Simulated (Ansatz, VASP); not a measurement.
# WSe2: VASP beside Ansatz

INCAR

```
PREC = Accurate
ENCUT = 520
EDIFF = 1E-6
ISMEAR = 0
SIGMA = 0.05
LREAL = False
LASPH = True
NELM = 60
ALGO = Normal
ISIF = 2
LWAVE = False
LCHARG = True
GGA = PS
LELF = True
LVHAR = True
NBANDS = 35
```

Contents of KPOINTS:

```
Automatic mesh
0
Gamma
  9 9 2
```

File POSCAR:

```
WSe2
1.0
   -3.2711504052      0.0000000000      0.0000000000
   -1.6355752026     -2.8328993505      0.0000000000
   -0.4087302431     -0.2359805159     13.2206689562
W Se
2 4
Direct
    0.2864104433      0.2864104433      0.5633000000
    0.6613937767      0.6613937767      0.0633000000
    0.2553073744      0.2553073744      0.9366861811
    0.6302907078      0.6302907078      0.4366861811
    0.3175135122      0.3175135122      0.1899138189
    0.6091968456      0.6091968456      0.6899138189
```

Input for Ansatz:

```yaml
crystal:
  lattice:
    - [-3.2711504052, 0.0, 0.0]
    - [-1.6355752026, -2.8328993505, 0.0]
    - [-0.4087302431, -0.2359805159, 13.2206689562]
  atoms:
    - { symbol: W, position: [0.2864104433, 0.2864104433, 0.5633] }
    - { symbol: W, position: [0.6613937767, 0.6613937767, 0.0633] }
    - { symbol: Se, position: [0.2553073744, 0.2553073744, 0.9366861811] }
    - { symbol: Se, position: [0.6302907078, 0.6302907078, 0.4366861811] }
    - { symbol: Se, position: [0.3175135122, 0.3175135122, 0.1899138189] }
    - { symbol: Se, position: [0.6091968456, 0.6091968456, 0.6899138189] }
basis:
  ecutwfc: 420
kpoints:
  mp_grid: { grid: [9, 9, 2] }
hamiltonian:
  xc: pbesol
scf:
  occupations: { method: gaussian, width: 0.05 }
output:
  forces: true
  stress: true
  eigenvalues: true
```

Alike in both runs: task single point; functional PBEsol; k mesh 9 × 9 × 2; occupations gaussian, width 0.05 eV; no spin polarisation.

|  | VASP | Ansatz |
| --- | --- | --- |
| version | VASP 6.6.1 | Ansatz 0.2.0 |
| potentials or method | VASP PAW PBE potentials, release 64 (W_sv, Se), cutoff 520 eV | scalar-relativistic, plane waves, PAW |
| valence electrons in the cell | 52 | 92 |

Ansatz gave:

```
gap on the k mesh at the Fermi level (eV)                     : 0.98
least direct gap on the mesh (eV)                             : 1.25
pressure (GPa)                                                : 2.1
traceless stress, the component that is largest in VASP (GPa) : 4.64
rms of the force components (eV/Å)                            : 1.122
```

Task: Estimate VASP's values.

Result: gap on the k mesh at the Fermi level (eV): 0.98; least direct gap on the mesh (eV): 1.25; pressure (GPa): 2.5; traceless stress, the component that is largest in VASP (GPa): 4.66; rms of the force components (eV/Å): 1.132.

VASP's potentials were made for PBE, not for PBEsol. Atom by atom the forces differ by 0.030 eV/Å (rms over components). With one functional, cell and mesh, what is left measures potentials, basis and numerics. VASP's potentials hold 52 valence electrons a cell and Ansatz's 92, so a difference there can come from the potentials and not from the codes.

Spin-orbit coupling is off throughout.
